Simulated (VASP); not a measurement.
Write the native input for VASP 6.6.1 that does the following.

```yaml
Task: single point
Functional: r2SCAN
Potentials_or_basis: VASP PAW PBE potentials, release 64 (W_sv, S)
Cutoff: 520 eV
k_mesh: 12 × 12 × 2
Occupations: gaussian, width 0.05 eV
Spin: no spin polarisation
Dipole_correction: no
Further_INCAR_settings: ALGO = Normal; EDIFF = 1e-06; NBANDS = 35
```

The system is WS2, a slab with vacuum.

```
W S
1.0
     3.18141    0.00000    0.00000
    -1.59071    2.75518    0.00000
     0.00000    0.00000   23.68815
W S
2 4
Direct
  0.33333 0.66667 0.63794
  0.66667 0.33333 0.36206
  0.33333 0.66667 0.29730
  0.66667 0.33333 0.57316
  0.33333 0.66667 0.42895
  0.66667 0.33333 0.70481
```

This cell differs from its parent crystal: all S atoms moved +0.025 Å, as atom 3 along Cartesian [0 0 1].

One way to write it, as run:

POSCAR

```
WS2
1.0
    3.1814117282      0.0000000000      0.0000000000
   -1.5907058641      2.7551833765      0.0000000000
    0.0000000000      0.0000000000     23.6881463475
W S
2 4
Direct
    0.3333333333      0.6666666667      0.6379434935
    0.6666666667      0.3333333333      0.3620565065
    0.3333333333      0.6666666667      0.2972978899
    0.6666666667      0.3333333333      0.5731592025
    0.3333333333      0.6666666667      0.4289515579
    0.6666666667      0.3333333333      0.7048128705
```

INCAR.step1

```
PREC = Accurate
ENCUT = 520
ISMEAR = 0
SIGMA = 0.05
LREAL = F
LASPH = T
NELM = 60
NBANDS = 35
GGA = PE
ALGO = Normal
EDIFF = 1E-4
LWAVE = T
LCHARG = F
```

INCAR.step2

```
PREC = Accurate
ENCUT = 520
EDIFF = 1E-6
ISMEAR = 0
SIGMA = 0.05
LREAL = F
LASPH = T
NELM = 60
ALGO = Normal
ISIF = 2
LWAVE = F
LCHARG = F
METAGGA = R2SCAN
LMIXTAU = T
NBANDS = 35
ISTART = 1
```

KPOINTS

```
Automatic mesh
0
Gamma
  12 12 2
```

Potentials or basis: VASP PAW PBE potentials, release 64 (W_sv, S).

Run with:

```sh
$ cat potpaw_PBE.64/W_sv/POTCAR potpaw_PBE.64/S/POTCAR > POTCAR
$ cp INCAR.step1 INCAR
$ mpirun -np 1 vasp_std > vasp.out
$ cp INCAR.step2 INCAR
$ mpirun -np 1 vasp_std > vasp.out
```

It gave:

The largest force is 0.836 eV/Å and the band gap on the k mesh is 1.58 eV (least direct gap 1.89 eV).

Caveat: the cell differs from its parent crystal (all S atoms moved +0.025 Å, as atom 3 along Cartesian [0 0 1]); the PAW data sets were made with another functional, which shifts forces and pressure a little; spin-orbit coupling is left out, which moves the levels of the heavy elements.

Run time: 9.4 min on 1 thread of Intel(R) Xeon(R) 6975P-C (Granite Rapids), with other jobs on the host, peak memory 0.48 GiB.
